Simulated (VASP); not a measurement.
# NaH (P1) in VASP: further runs

NaH is run at these levels: r2SCAN; tasks: single point.

All numbers are computed with VASP 6.6.1; they aren't measurements. Logs are shortened: lines on timing, memory, paths and dates and some standing lists are left out, and cuts for length are marked.

## (1) The cell of the first run

The typed cell holds 2 atoms: a = 3.451 Å, b = 3.451 Å, c = 3.451 Å, α = 60.00°, β = 60.00°, γ = 60.00°.

## (2) Single point, r2SCAN

The input, POSCAR:

```
NaH
1.0
    0.0000000000      2.4400000000      2.4400000000
    2.4400000000      0.0000000000      2.4400000000
    2.4400000000      2.4400000000      0.0000000000
Na H
1 1
Direct
   -0.0125970000      0.0013660000      0.0060060000
    0.5005580000      0.4984190000      0.5048660000
```

The input, INCAR.step1:

```
SYSTEM = NaH
  PREC = Accurate
  ENCUT = 520
  ISMEAR = 1
  SIGMA = 0.025
  LREAL = .FALSE.
  LASPH = .TRUE.
  NELM = 60
  NBANDS = 11
  GGA = PE
  ALGO = Normal
  EDIFF = 1E-4
  LWAVE = .TRUE.
  LCHARG = .FALSE.
```

The input, INCAR.step2:

```
SYSTEM = NaH
  PREC = Accurate
  ENCUT = 520
  EDIFF = 1E-6
  ISMEAR = 1
  SIGMA = 0.025
  LREAL = .FALSE.
  LASPH = .TRUE.
  NELM = 60
  ALGO = Normal
  ISIF = 2
  LWAVE = .FALSE.
  LCHARG = .TRUE.
  METAGGA = R2SCAN
  LMIXTAU = .TRUE.
  LELF = .TRUE.
  LVHAR = .TRUE.
  NBANDS = 11
  ISTART = 1
```

The input, KPOINTS:

```
regular mesh
0
G
  7 7 7
  0 0 0
```

Potentials or basis: VASP PAW PBE potentials, release 64 (Na_pv, H).

Launch:

```bash
$ cat potpaw_PBE.64/Na_pv/POTCAR potpaw_PBE.64/H/POTCAR > POTCAR
$ cp INCAR.step1 INCAR
$ mpirun -np 1 vasp_std > vasp.out
$ cp INCAR.step2 INCAR
$ mpirun -np 1 vasp_std > vasp.out
```

OUTCAR:

```text
SYSTEM = NaH
   PREC = Accurate
   ENCUT = 520
   EDIFF = 1E-6
   ISMEAR = 1
   LREAL = .FALSE.
   LASPH = .TRUE.
   NELM = 60
   ISIF = 2
   METAGGA = R2SCAN
   ISTART = 1

 ion  position               nearest neighbor table
   1  0.987  0.001  0.006-
   2  0.501  0.498  0.505-

  LATTYP: Found a face centered cubic cell.
 ALAT       =     4.8800000000

  Lattice vectors:

 A1 = (   0.0000000000,   2.4400000000,   2.4400000000)
 A2 = (   2.4400000000,   0.0000000000,   2.4400000000)
 A3 = (   2.4400000000,   2.4400000000,   0.0000000000)

Analysis of symmetry for initial positions (statically):
=====================================================================
 Subroutine PRICEL returns:
 Original cell was already a primitive cell.

 Routine SETGRP: Setting up the symmetry group for a
 face centered cubic supercell.

 Subroutine GETGRP returns: Found  1 space group operations
 (whereof  1 operations were pure point group operations)
 out of a pool of 48 trial point group operations.

The static configuration has the point symmetry C_1 .

Analysis of symmetry for dynamics (positions and initial velocities):
=====================================================================
 Subroutine PRICEL returns:
 Original cell was already a primitive cell.

 Routine SETGRP: Setting up the symmetry group for a
 face centered cubic supercell.

 Subroutine GETGRP returns: Found  1 space group operations
 (whereof  1 operations were pure point group operations)
 out of a pool of 48 trial point group operations.

The dynamic configuration has the point symmetry C_1 .

 Subroutine INISYM returns: Found  1 space group operations
 (whereof  1 operations are pure point group operations),
 and found     1 'primitive' translations

----------------------------------------------------------------------------------------

                                     Primitive cell

  volume of cell :      29.0536

  direct lattice vectors                    reciprocal lattice vectors
     0.000000000  2.440000000  2.440000000    -0.204918033  0.204918033  0.204918033
     2.440000000  0.000000000  2.440000000     0.204918033 -0.204918033  0.204918033
     2.440000000  2.440000000  0.000000000     0.204918033  0.204918033 -0.204918033

  length of vectors
     3.450681092  3.450681092  3.450681092     0.354928444  0.354928444  0.354928444

  position of ions in fractional coordinates (direct lattice)
     0.987403000  0.001366000  0.006006000
[... 87 lines left out ...]
   TEBEG  =    0.0;   TEEND  =   0.0 temperature during run
   PSTRESS=    0.0 pullay stress
   NELECT =       8.0000    total number of electrons
   NUPDOWN=      -1.0000    fix difference up-down
   EMIN   =  10.00;   EMAX   =-10.00  energy-range for DOS
   EFERMI =   0.00;   METHOD = LEGACY
   ISMEAR =     1;   SIGMA  =   0.03  broadening in eV -4-tet -1-fermi 0-gaus
   EFERMI_NEDOS =   21; number of points for ismear=-14 and -15
   IALGO  =     38    algorithm
   IMIX   =      4    mixing-type and parameters
     AMIX     =   0.40;   BMIX     =  1.00
     AMIX_MAG =   1.60;   BMIX_MAG =  1.00
  volume/ion in A,a.u.               =      14.53        98.03
  Fermi-wavevector in a.u.,A,eV,Ry     =   1.065054  2.012660 15.433636  1.134340
  Thomas-Fermi vector in A             =   2.200593
   LORBIT       =      0    0 simple, 1 ext, 2 COOP (PROOUT), +10 PAW based schemes
   METAGGA = R2SCAN    functional components
   LHFCALC =     F    Hartree Fock is set to
   AEXX    =    0.0000 exact exchange contribution
   IVDW    =     0    specifies the selected vdW correction
   LEPSILON=     F    determine dielectric tensor
   LRPA    =     F    only Hartree local field effects (RPA)
 non-spin polarized calculation
 Methfessel and Paxton  Order N= 1 SIGMA  =   0.03
  energy-cutoff  :      520.00
  volume of cell :       29.05
 maximum number of plane-waves:       801
 NGX is ok and might be reduce to    28
   NGX = 13   NGY = 13   NGZ = 13

 number of electron       7.9999999 magnetization

 Free energy of the ion-electron system (eV)
  ---------------------------------------------------
  ext. energy  EPLUGINS =         0.00000000
  ---------------------------------------------------
  free energy    TOTEN  =        -7.59439666 eV

  energy without entropy =       -7.59439666  energy(sigma->0) =       -7.59439666

 E-fermi :  -1.4910     XC(G=0):  -8.0310

 val. band max:       -1.6206403486   @ k =  -0.2857   0.4286   0.2857
 cond. band min:       3.1582314914   @ k =   0.4286   0.0000   0.0000
 fundamental gap:      4.7788718400
 Fermi energy:        -1.4909772415

 k-point     1 :       0.0000    0.0000    0.0000
  band No.  band energies     occupation
      1     -24.4955      2.00000
      2     -24.4951      2.00000
      3     -24.4949      2.00000
      4      -5.0116      2.00000
      5       9.6289      0.00000
      6      14.5794      0.00000
      7      14.5835      0.00000
      8      14.5895      0.00000
      9      15.4422      0.00000
     10      15.4493      0.00000
     11      15.4596      0.00000
[... 309 lines left out ...]
 k-point    24 :       0.2857    0.2857    0.1429
  band No.  band energies     occupation
      1     -24.5346      2.00000
      2     -24.5051      2.00000
      3     -24.5041      2.00000
      4      -3.8197      2.00000
      5       6.3688      0.00000
      6       9.6018      0.00000
      7      11.4965      0.00000
      8      13.5977      0.00000
      9      14.9094      0.00000
     10      17.5979      0.00000
     11      18.9785      0.00000

 [... further k-points ...]

------------------------ aborting loop because EDIFF is reached ----------------------------------------

  FORCE on cell =-STRESS in cart. coord.  units (eV):
  Direction    XX          YY          ZZ          XY          YZ          ZX
  --------------------------------------------------------------------------------------
  -------------------------------------------------------------------------------------
  Total       -0.2350580     -0.2352673     -0.2326160     -0.0000279      0.0007518      0.0008357
  in kB      -12.9624220    -12.9739622    -12.8277556     -0.0015376      0.0414604      0.0460868
  external PRESSURE =     -12.9213800 kB  Pullay stress =       0.0000000 kB

 VOLUME and BASIS-vectors are now :
 -----------------------------------------------------------------------------
  energy-cutoff  :      520.00
  volume of cell :       29.05
      direct lattice vectors                 reciprocal lattice vectors
     0.000000000  2.440000000  2.440000000    -0.204918033  0.204918033  0.204918033
     2.440000000  0.000000000  2.440000000     0.204918033 -0.204918033  0.204918033
     2.440000000  2.440000000  0.000000000     0.204918033  0.204918033 -0.204918033

 POSITION                                       TOTAL-FORCE (eV/Angst)
 -----------------------------------------------------------------------------------
      0.01799      2.42392      2.41260        -0.007962      0.025738      0.020861
      2.44802      2.45323      2.43750         0.007962     -0.025738     -0.020861
 -----------------------------------------------------------------------------------
    total drift:                                0.001236      0.000783     -0.001156

  FREE ENERGIE OF THE ION-ELECTRON SYSTEM (eV)
  ---------------------------------------------------
  free  energy   TOTEN  =        -7.5943966567 eV

  energy  without entropy=       -7.5943966567  energy(sigma->0) =       -7.59439666
```

OUTCAR.step1:

```text
SYSTEM = NaH
   PREC = Accurate
   ENCUT = 520
   ISMEAR = 1
   LREAL = .FALSE.
   LASPH = .TRUE.
[... 558 lines left out ...]
      0.01799      2.42392      2.41260        -0.007615      0.022544      0.019079
      2.44802      2.45323      2.43750         0.007615     -0.022544     -0.019079
 -----------------------------------------------------------------------------------
    total drift:                                0.000095     -0.000273     -0.000289

  FREE ENERGIE OF THE ION-ELECTRON SYSTEM (eV)
  ---------------------------------------------------
  free  energy   TOTEN  =        -5.0852959091 eV

  energy  without entropy=       -5.0854057834  energy(sigma->0) =       -5.08533253
```

It took 2.7 min on 1 thread of Intel Xeon Platinum 8259CL at 2.50GHz (Skylake/Cascade Lake), shared host; peak memory 0.19 GiB.

What came out:

| Property | Result |
| --- | --- |
| Free energy | -7.5944 eV |
| Pressure | -1.3 GPa |
| Largest force | 0.034 eV/Å |
| Band gap on the k mesh | 4.78 eV, indirect (least direct gap 5.38 eV) |

Forces on the atoms (eV/Å):
```
Na  -0.008  0.026  0.021
H    0.008 -0.026 -0.021
```

Caveat: the PAW data sets were made with another functional, which shifts forces and pressure a little. r2SCAN opens gaps a little over a GGA but as a rule still falls short of measured ones.

## (3) Single point, r2SCAN

POSCAR is that of step 2.

The input, INCAR.step1:

```
  PREC = Accurate
  ENCUT = 520
  ISMEAR = 1
  SIGMA = 0.01
  LREAL = F
  LASPH = T
  NELM = 80
  NBANDS = 11
  GGA = PE
  ALGO = Normal
  EDIFF = 1E-4
  LWAVE = T
  LCHARG = F
```

The input, INCAR.step2:

```
  PREC = Accurate
  ENCUT = 520
  EDIFF = 1E-6
  ISMEAR = 1
  SIGMA = 0.01
  LREAL = F
  LASPH = T
  NELM = 80
  ALGO = Normal
  ISIF = 2
  LWAVE = F
  LCHARG = T
  METAGGA = R2SCAN
  LMIXTAU = T
  LELF = T
  LVHAR = T
  NBANDS = 11
  ISTART = 1
```

The input, KPOINTS:

```
Automatic mesh
0
Gamma
  7 7 7
```

Potentials or basis: VASP PAW PBE potentials, release 64 (Na_pv, H).

Launch:

```bash
$ cat potpaw_PBE.64/Na_pv/POTCAR potpaw_PBE.64/H/POTCAR > POTCAR
$ cp INCAR.step1 INCAR
$ mpirun -np 1 vasp_std > vasp.out
$ cp INCAR.step2 INCAR
$ mpirun -np 1 vasp_std > vasp.out
```

It took 3 min on 1 thread of Intel Xeon Platinum 8259CL at 2.50GHz (Skylake/Cascade Lake), shared host; peak memory 0.19 GiB.

The run converged. Its results:

```
Free energy            : -7.5944 eV
Pressure               : -1.3 GPa
Largest force          : 0.034 eV/Å
Band gap on the k mesh : 4.78 eV, indirect (least direct gap 5.38 eV)
```

Forces on the atoms (eV/Å):
```
Na  -0.008  0.026  0.021
H    0.008 -0.026 -0.021
```

Levels at points of the mesh, in eV from the valence-band top:
| k point | band 2 | band 3 | band 4 | band 5 | band 6 | band 7 |
| --- | --- | --- | --- | --- | --- | --- |
| (0.00, 0.00, 0.00) | -22.87 | -22.87 | -3.39 | 11.25 | 16.20 | 16.20 |

Caveat: the PAW data sets were made with another functional, which shifts forces and pressure a little. r2SCAN opens gaps a little over a GGA but as a rule still falls short of measured ones.
